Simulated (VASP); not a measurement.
**MgZn4O: relaxation of cell and atoms with PBE**

The system is MgZn4O.

```
CELL_PARAMETERS angstrom
2.46833 1.42509 3.85614
-2.46833 1.42509 3.85614
0.00000 -2.85018 3.85614
ATOMIC_POSITIONS crystal
Mg 0.99801 0.99801 0.99801
Zn 0.37753 0.37753 0.87205
Zn 0.87205 0.37753 0.37753
Zn 0.37753 0.87205 0.37753
Zn 0.74529 0.74529 0.74529
O 0.37960 0.37960 0.37960
```

- Program: VASP 6.6.1
- Task: relaxation of cell and atoms
- Functional: PBE
- Potentials or basis: VASP PAW PBE potentials, release 64 (Mg, Zn, O)
- Cutoff: 600 eV
- k mesh: 4 × 4 × 4
- Occupations: gaussian, width 0.2 eV
- Spin: no spin polarisation
- Dipole correction: no
- Further INCAR settings: ALGO = Normal; EDIFF = 1e-06; IBRION = 2; EDIFFG = -0.08; NSW = 36; ISIF = 3

* Relaxed volume: 14.39 Å³/atom
* Relaxed cell: a = 4.709 Å, b = 4.709 Å, c = 4.709 Å, α = 68.00°, β = 68.00°, γ = 68.00°
* Space group after relaxing (to 0.05 Å): R3m (No. 160)
* Energy gained by relaxing: 62.7 meV/atom
* Ionic steps: 8
* Pressure after relaxing: 0.1 GPa
* Largest force after relaxing: 0.075 eV/Å
* Band gap on the k mesh: zero (band 28 reaches 3.65 eV, above the bottom of band 29 at 3.11 eV)

Forces in eV/Å, atoms in the order of the input:
```
Mg   0.000  0.000 -0.019
Zn   0.000 -0.028  0.000
Zn   0.024  0.014  0.000
Zn  -0.024  0.014  0.000
Zn   0.000  0.000 -0.056
O    0.000  0.000  0.075
```

Stress tensor (GPa, compression positive):
```
0.14 0.00 0.00
0.00 0.14 0.00
0.00 0.00 0.05
```

Step by step:
| step | energy change (eV) | largest force (eV/Å) | pressure (GPa) | volume (Å³) |
| --- | --- | --- | --- | --- |
| 1 | 0.0000 | 0.6640 | 5.61 | 81.39 |
| 2 | -0.2447 | 0.3740 | -0.99 | 87.05 |
| 3 | -0.2580 | 0.2686 | -2.85 | 89.30 |
| 4 | -0.3507 | 0.1728 | -1.30 | 87.66 |
| 5 | -0.3701 | 0.1666 | -0.22 | 86.68 |
| 6 | -0.3705 | 0.1681 | -0.09 | 86.53 |
| 7 | -0.3754 | 0.0835 | 0.05 | 86.40 |
| 8 | -0.3759 | 0.0753 | 0.11 | 86.35 |

Final structure:
```xyz
6
Lattice="2.6330 1.5202 3.5955 -2.6330 1.5202 3.5955 0.0000 -3.0403 3.5955" Properties=species:S:1:pos:R:3 pbc="T T T"
Mg    0.0000    0.0000   10.7426
Zn    0.0000   -1.5167    5.8299
Zn    1.3135    0.7584    5.8299
Zn   -1.3135    0.7584    5.8299
Zn    0.0000    0.0000    8.1135
O     0.0000    0.0000    4.1034
```

Levels at points of the mesh, in eV from the Fermi level:
```csv
k point,band 26,band 27,band 28,band 29,band 30,band 31
"(0.00, 0.00, 0.00)",-1.15,-0.14,-0.14,0.82,0.82,1.18
"(0.50, 0.00, 0.00)",-1.91,-0.88,-0.75,1.69,1.79,2.21
"(0.50, 0.50, 0.00)",-3.58,-1.08,-0.23,0.60,1.23,4.69
"(0.50, 0.50, 0.50)",-1.89,-1.89,-1.44,-0.06,1.27,2.23
```

Wall time 5.1 min on 1 thread of Intel(R) Xeon(R) Platinum 8259CL CPU @ 2.50GHz (Skylake/Cascade Lake), on a shared host, peak memory 0.27 GiB.

Caveat: the k points lie up to 0.37 Å⁻¹ apart in the final cell; the relaxation stopped at a loose force limit of 0.08 eV/Å, so its end isn't a converged minimum.
